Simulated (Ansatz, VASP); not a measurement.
Al2O3: VASP beside Ansatz

POSCAR

```
Al2O3
1.0
    2.8967832423      0.0000000000      0.0000000000
   -1.4483916211      2.5086878770      0.0000000000
    0.0000000000      0.0000000000      7.8776214423
Al O
2 3
Direct
    0.0000000000      0.0000000000      0.2779510000
    0.0000000000      0.0000000000      0.7220490000
    0.3333333333      0.6666666667      0.1994540000
    0.6666666667      0.3333333333      0.8005460000
    0.0000000000      0.0000000000      0.5000000000
```

The input INCAR.step1:

```
PREC     = Accurate       # precision mode
ENCUT    = 520            # plane-wave cutoff, eV
ISMEAR   = 0              # smearing method
SIGMA    = 0.05           # smearing width, eV
LREAL    = False          # projectors in reciprocal space
LASPH    = True           # aspherical terms in the spheres
NELM     = 100            # most SCF steps
NBANDS   = 20             # bands
GGA      = PE             # functional
ALGO     = Normal         # electronic algorithm
EDIFF    = 1E-4           # SCF threshold, eV
LWAVE    = True           # write WAVECAR
LCHARG   = False          # write CHGCAR
```

INCAR.step2

```
PREC     = Accurate       # precision mode
ENCUT    = 520            # plane-wave cutoff, eV
EDIFF    = 1E-7           # SCF threshold, eV
ISMEAR   = 0              # smearing method
SIGMA    = 0.05           # smearing width, eV
LREAL    = False          # projectors in reciprocal space
LASPH    = True           # aspherical terms in the spheres
NELM     = 100            # most SCF steps
ALGO     = Normal         # electronic algorithm
ISIF     = 2              # what is computed and relaxed
LWAVE    = False          # write WAVECAR
LCHARG   = True           # write CHGCAR
METAGGA  = R2SCAN         # meta-GGA
LMIXTAU  = True         
LELF     = True           # ELF
LVHAR    = True         
NBANDS   = 20             # bands
ISTART   = 1
```

The input KPOINTS:

```
Automatic mesh
0
Gamma
  12 12 4
```

Input for Ansatz:

```yaml
crystal:
  lattice:
    - [2.8967832423, 0.0, 0.0]
    - [-1.4483916211, 2.508687877, 0.0]
    - [0.0, 0.0, 7.8776214423]
  atoms:
    - { symbol: Al, position: [0.0, 0.0, 0.277951] }
    - { symbol: Al, position: [0.0, 0.0, 0.722049] }
    - { symbol: O, position: [0.3333333333, 0.6666666667, 0.199454] }
    - { symbol: O, position: [0.6666666667, 0.3333333333, 0.800546] }
    - { symbol: O, position: [0.0, 0.0, 0.5] }
basis:
  ecutwfc: 500
kpoints:
  mp_grid: { grid: [12, 12, 4] }
hamiltonian:
  xc: r2scan
scf:
  occupations: { method: gaussian, width: 0.05 }
output:
  forces: true
  stress: true
  eigenvalues: true
```

Change from the starting cell: strain -0.040 along x and y, +0.040 along z, atoms carried along.

Alike in both runs: task single point; functional r2SCAN; k mesh 12 × 12 × 4; occupations gaussian, width 0.05 eV; no spin polarisation.

|  | VASP | Ansatz |
| --- | --- | --- |
| version | VASP 6.6.1 | Ansatz 0.2.0 |
| potentials or method | VASP PAW PBE potentials, release 64 (Al, O), cutoff 520 eV | scalar-relativistic, plane waves, PAW |
| valence electrons in the cell | 24 | 24 |

Ansatz gave:

- gap on the k mesh at the Fermi level (eV): 2.30
- least direct gap on the mesh (eV): 2.30
- pressure (GPa): 1.1
- traceless stress, the component that is largest in VASP (GPa): -25.71
- rms of the force components (eV/Å): 0.910

**Question.** Estimate VASP's values.

**Answer.** gap on the k mesh at the Fermi level (eV): 2.32; least direct gap on the mesh (eV): 2.32; pressure (GPa): 1.1; traceless stress, the component that is largest in VASP (GPa): -25.67; rms of the force components (eV/Å): 0.893.

VASP's potentials were made for PBE, not for r2SCAN. Atom by atom the forces differ by 0.020 eV/Å (rms over components).
